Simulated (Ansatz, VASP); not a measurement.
Two plane-wave programs on WS2

```
CELL_PARAMETERS angstrom
-3.15421 0.00000 0.00000
-1.57710 -2.73162 0.00000
-1.18283 -0.68291 12.13991
ATOMIC_POSITIONS crystal
W 0.27083 0.27083 0.25000
W 0.47917 0.47917 0.75000
S 0.17826 0.17826 0.62029
S 0.63659 0.63659 0.12029
S 0.11341 0.11341 0.87971
S 0.57174 0.57174 0.37971
```

Alike in both runs: task single point; functional PBE; dispersion D3(BJ); k mesh 10 × 10 × 3; occupations gaussian, width 0.05 eV; no spin polarisation.

|  | VASP | Ansatz |
| --- | --- | --- |
| version | VASP 6.6.1 | Ansatz 0.2.0 |
| potentials or method | VASP PAW PBE potentials, release 64 (W_sv, S), cutoff 520 eV | scalar-relativistic, plane waves, PAW |
| valence electrons in the cell | 52 | 52 |

Ansatz gave:

- gap on the k mesh at the Fermi level (eV): 0.93
- least direct gap on the mesh (eV): 2.14
- pressure (GPa): 0.2
- traceless stress, the component that is largest in VASP (GPa): -0.15
- rms of the force components (eV/Å): 0.031

Question: What did VASP give for the same quantities?

Answer: gap on the k mesh at the Fermi level (eV): 0.95; least direct gap on the mesh (eV): 2.15; pressure (GPa): 0.2; traceless stress, the component that is largest in VASP (GPa): -0.14; rms of the force components (eV/Å): 0.030.

Atom by atom the forces differ by 0.001 eV/Å (rms over components).

Neither program's run includes spin-orbit coupling.
